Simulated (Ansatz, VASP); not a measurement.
## Cd in VASP and in Ansatz

```
Cd
1.0
     2.97887    0.00000    0.00000
    -1.48944    2.57978    0.00000
     0.00000    0.00000    5.61765
Cd
2
Cartesian
  1.4894 0.8599 4.2132
  0.0000 1.7199 1.4044
```

Alike in both runs: functional PBE; k mesh 6 × 6 × 3; occupations fermi-dirac, width 0.05 eV; no spin polarisation.

|  | VASP | Ansatz |
| --- | --- | --- |
| version | VASP 6.6.1 | Ansatz 0.2.0 |
| potentials or method | VASP PAW PBE potentials, release 64 (Cd) | Ansatz PAW |
| plane-wave cutoff (eV) | 520 | 420 |
| valence electrons in the cell | 24 | 40 |
| task | single point | projected density of states |

Ansatz gave:

```
gap on the k mesh at the Fermi level (eV)                     : none
pressure (GPa)                                                : 3.2
traceless stress, the component that is largest in VASP (GPa) : 0.13
```

Question: Estimate VASP's values.

Answer: gap on the k mesh at the Fermi level (eV): none; pressure (GPa): 3.5; traceless stress, the component that is largest in VASP (GPa): 0.01.

A gap of «none» marks a metal or a gap that the smearing closes. VASP's potentials hold 24 valence electrons a cell and Ansatz's 40, so a difference there can come from the potentials and not from the codes.

The k mesh is coarse, so the values compare programs but aren't converged.
